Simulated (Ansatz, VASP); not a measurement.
## MgO: VASP beside Ansatz

INCAR

```
SYSTEM = MgO
PREC = Accurate ; ENCUT = 520
EDIFF = 1E-6 ; ISMEAR = -1
SIGMA = 0.02 ; LREAL = .FALSE.
LASPH = .TRUE. ; NELM = 100
ALGO = Normal ; ISIF = 2
LWAVE = .FALSE. ; LCHARG = .TRUE.
GGA = PE ; LELF = .TRUE.
LVHAR = .TRUE. ; NBANDS = 11
```

File KPOINTS:

```
regular mesh
0
G
  10 10 10
  0 0 0
```

The input POSCAR:

```
MgO
1.0
    0.0935610083      2.0908302711      2.0908302711
    2.0908302711      0.0935610083      2.0908302711
    2.0908302711      2.0908302711      0.0935610083
Mg O
1 1
Direct
    0.0000000000      0.0000000000      0.0000000000
    0.5000000000      0.5000000000      0.5000000000
```

Input for Ansatz:

```yaml
crystal:
  lattice:
    - [0.0935610083, 2.0908302711, 2.0908302711]
    - [2.0908302711, 0.0935610083, 2.0908302711]
    - [2.0908302711, 2.0908302711, 0.0935610083]
  atoms:
    - { symbol: Mg, position: [0.0, 0.0, 0.0] }
    - { symbol: O, position: [0.5, 0.5, 0.5] }
kpoints:
  mp_grid: { grid: [10, 10, 10] }
  band_path:
    path:
      - [0.0, 0.0, 0.0]
      - [0.5, 0.0, 0.5]
      - [0.625, 0.25, 0.625]
      - [0.375, 0.375, 0.75]
      - [0.5, 0.5, 0.5]
      - [0.5, 0.25, 0.75]
    npoints: 1
hamiltonian:
  xc: pbe
scf:
  occupations: { method: fermi_dirac, width: 0.02 }
  n_extra_bands: 4
output:
  forces: true
  stress: true
  eigenvalues: true
```

Change from the starting cell: epitaxial_111 strain -5.0%.

Alike in both runs: task single point; functional PBE; k mesh 10 × 10 × 10; occupations fermi-dirac, width 0.02 eV; no spin polarisation.

|  | VASP | Ansatz |
| --- | --- | --- |
| version | VASP 6.6.1 | Ansatz 0.2.0 |
| potentials or method | VASP PAW PBE potentials, release 64 (Mg, O) | plane waves, PAW |
| plane-wave cutoff (eV) | 520 | 420 |
| valence electrons in the cell | 8 | 16 |

VASP gave:

* gap on the k mesh at the Fermi level (eV): 5.36
* pressure (GPa): 22.4
* traceless stress, the component that is largest in VASP (GPa): -8.12

**Question.** Estimate Ansatz's values.

**Answer.** gap on the k mesh at the Fermi level (eV): 5.37; pressure (GPa): 23.1; traceless stress, the component that is largest in VASP (GPa): -8.06.

VASP's potentials hold 8 valence electrons a cell and Ansatz's 16, so a difference there can come from the potentials and not from the codes.
